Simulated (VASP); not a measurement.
Wanted: the native input for a VASP 6.6.1 run.

```yaml
Task: single point
Functional: PBE
Potentials_or_basis: VASP PAW PBE potentials, release 64 (Ga_d, P)
Cutoff: 520 eV
k_mesh: 6 × 6 × 6
Occupations: gaussian, width 0.01 eV
Spin: no spin polarisation
Dipole_correction: no
Further_INCAR_settings: ALGO = Normal; EDIFF = 1e-06; NBANDS = 16
```

The structure of GaP lies in POSCAR:

```
GaP
1.0
    0.0000000000      2.7530041246      2.7530041246
    2.7530041246      0.0000000000      2.7530041246
    2.7530041246      2.7530041246      0.0000000000
Ga P
1 1
Direct
    0.0000000000      0.0000000000      0.0000000000
    0.2500000000      0.2500000000      0.2500000000
```

One way to write it, as run:

INCAR

```
SYSTEM = GaP
PREC = Accurate ; ENCUT = 520
EDIFF = 1E-6 ; ISMEAR = 0
SIGMA = 0.01 ; LREAL = .False.
LASPH = .True. ; NELM = 100
ALGO = Normal ; ISIF = 2
LWAVE = .False. ; LCHARG = .False.
GGA = PE ; NBANDS = 16
```

KPOINTS

```
regular mesh
0
Gamma
  6 6 6
  0 0 0
```

Potentials or basis: VASP PAW PBE potentials, release 64 (Ga_d, P).

The run is started by

```sh
$ cat potpaw_PBE.64/Ga_d/POTCAR potpaw_PBE.64/P/POTCAR > POTCAR
$ mpirun -np 1 vasp_std > vasp.out
```

Results of the run:

- Pressure: 0.0 GPa
- Band gap on the k mesh: 1.57 eV, direct

Wall time 16 s on 1 thread of Intel(R) Xeon(R) Platinum 8488C (Sapphire Rapids) (shared host), peak memory 0.16 GiB.
